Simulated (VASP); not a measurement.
## HPbNO4: single point with revPBE

HPbNO4:

```
CELL_PARAMETERS angstrom
4.20407 0.00000 0.00000
2.02172 3.83952 0.00000
2.04686 1.27900 6.28132
ATOMIC_POSITIONS crystal
H 0.89145 0.68202 0.62796
Pb 0.14426 0.92872 0.88352
N 0.25670 0.28861 0.30171
O 0.83108 0.65056 0.78405
O 0.38694 0.22380 0.11295
O 0.31104 0.03576 0.45856
O 0.07726 0.60633 0.32275
```

```json
{
  "Program": "VASP 6.6.1",
  "Task": "single point",
  "Functional": "revPBE",
  "Potentials or basis": "VASP PAW PBE potentials, release 64 (H, Pb_d, N, O)",
  "Cutoff": "520 eV",
  "k mesh": "7 × 7 × 5",
  "Occupations": "fermi-dirac, width 0.05 eV",
  "Spin": "no spin polarisation",
  "Dipole correction": "no",
  "Further INCAR settings": "ALGO = Normal; EDIFF = 1e-06; NBANDS = 31"
}
```

```yaml
Pressure: 2.6 GPa
Largest_force: 0.596 eV/Å
Band_gap_on_the_k_mesh: 2.84 eV (least direct gap 2.86 eV)
```

Forces on the atoms (eV/Å):
```
H    0.000  0.005  0.005
Pb   0.002  0.028  0.003
N    0.002 -0.044 -0.085
O   -0.002 -0.015 -0.009
O    0.014 -0.195 -0.441
O    0.020 -0.367  0.469
O   -0.035  0.587  0.057
```

Stress tensor (GPa, compression positive):
```
 1.38 -0.08  0.01
-0.08  3.28 -0.09
 0.01 -0.09  3.25
```

Levels at points of the mesh, in eV from the valence-band top:
| k point | band 19 | band 20 | band 21 | band 22 | band 23 | band 24 | band 25 | band 26 |
| --- | --- | --- | --- | --- | --- | --- | --- | --- |
| (0.00, 0.00, 0.00) | -2.05 | -1.56 | -1.36 | -0.73 | 3.57 | 4.43 | 5.54 | 6.28 |

Wall time 2.4 min on 1 thread of Intel(R) Xeon(R) 6975P-C (Granite Rapids), with other jobs on the host, peak memory 0.47 GiB.

Caveat: the standard files for N, O and F lose accuracy on very short bonds; the PAW data sets were made with another functional, which shifts forces and pressure a little; spin-orbit coupling is left out, which moves the levels of the heavy elements. A k mesh can miss the band edges.
